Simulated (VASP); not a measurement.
Set up this calculation in VASP 6.6.1, as the native input.

* Task: single point
* Functional: PBE
* Dispersion: D3(BJ)
* Potentials or basis: VASP PAW PBE potentials, release 64 (Ca_sv, Se)
* Cutoff: 500 eV
* k mesh: 4 × 4 × 4
* Occupations: gaussian, width 0.01 eV
* Spin: no spin polarisation
* Dipole correction: no
* Further INCAR settings: ALGO = Normal; EDIFF = 1e-06; NBANDS = 15

The structure of CaSe lies in POSCAR:

```
CaSe
1.0
    0.0011000000      2.9716700000      2.9583400000
    2.9310500000     -0.0166300000      2.9760700000
    2.9335300000      2.9918800000     -0.0191100000
Ca Se
1 1
Direct
    0.9915102366      0.0070010082      0.9970265039
    0.5008700000      0.4972300000      0.5011800000
```

One way to write it, as run:

INCAR

```
SYSTEM = CaSe
ALGO = Normal ; EDIFF = 1E-6
ENCUT = 500 ; GGA = PE
GGA_COMPAT = .FALSE. ; ISIF = 2
ISMEAR = 0 ; IVDW = 12
LASPH = .TRUE. ; LCHARG = .TRUE.
LELF = .TRUE. ; LREAL = .FALSE.
LVHAR = .TRUE. ; LWAVE = .FALSE.
NBANDS = 15 ; NELM = 120
PREC = Accurate ; SIGMA = 0.01
```

KPOINTS

```
k-points
0
G
  4 4 4
  0 0 0
```

Potentials or basis: VASP PAW PBE potentials, release 64 (Ca_sv, Se).

Run with:

```console
$ cat potpaw_PBE.64/Ca_sv/POTCAR potpaw_PBE.64/Se/POTCAR > POTCAR
$ mpirun -np 1 vasp_std > vasp.out
```

It gave:

```json
{"Pressure": "-1.2 GPa", "Largest force": "0.117 eV/Å", "Band gap on the k mesh": "2.00 eV (least direct gap 2.92 eV)", "Dispersion energy per atom": "-0.350 eV"}
```

Caveat: the k points lie up to 0.46 Å⁻¹ apart; three body term missing.

Wall time 10 s on 1 thread of Intel(R) Xeon(R) 6975P-C (Granite Rapids), with other jobs on the host, peak memory 0.19 GiB.
